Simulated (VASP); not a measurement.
# GaSb: single point with PBE

The system is GaSb.

```
CELL_PARAMETERS angstrom
0.00000 3.22094 3.04991
3.04991 0.00000 3.04991
3.04991 3.22094 0.00000
ATOMIC_POSITIONS crystal
Ga 0.00000 0.00000 0.00000
Sb 0.75000 0.75000 0.75000
```

This cell differs from its parent crystal: strain +e along x and -e along y +0.0000, strain +e along z and -e/2 along x and y +0.0367.

```yaml
Program: VASP 6.6.1
Task: single point
Functional: PBE
Potentials_or_basis: VASP PAW PBE potentials, release 64 (Ga_d, Sb)
Cutoff: 500 eV
k_mesh: 12 × 12 × 12
Occupations: gaussian, width 0.15 eV
Spin: no spin polarisation
Dipole_correction: no
Further_INCAR_settings: ALGO = Normal; EDIFF = 1e-06; NBANDS = 16
```

```json
{
  "Pressure": "0.1 GPa",
  "Band gap on the k mesh": "zero (filled and empty bands touch)"
}
```

Stress tensor (GPa, compression positive):
```
 0.93  0.00  0.00
 0.00 -1.55  0.00
 0.00  0.00  0.93
```

Levels at points of the mesh, in eV from the Fermi level:
```
           k point  band 6  band 7  band 8  band 9  band 10  band 11  band 12  band 13
(0.00, 0.00, 0.00)  -11.31   -0.45   -0.37   -0.04    -0.04     2.60     2.60     2.76
(0.50, 0.00, 0.00)   -9.80   -6.29   -1.43   -1.02     0.13     3.51     3.74     6.37
(0.50, 0.50, 0.00)   -8.98   -6.67   -2.68   -2.64     0.67     1.09     8.10     8.13
(0.50, 0.00, 0.50)   -9.16   -6.91   -2.35   -2.35     1.07     1.41     8.19     8.19
```

It took 78 s on 1 thread of Intel Xeon 6975P-C, with other jobs on the host, peak memory 0.29 GiB.

Caveat: the cell differs from its parent crystal (strain +e along x and -e along y +0.0000, strain +e along z and -e/2 along x and y +0.0367); spin-orbit coupling is left out, which moves the levels of the heavy elements.
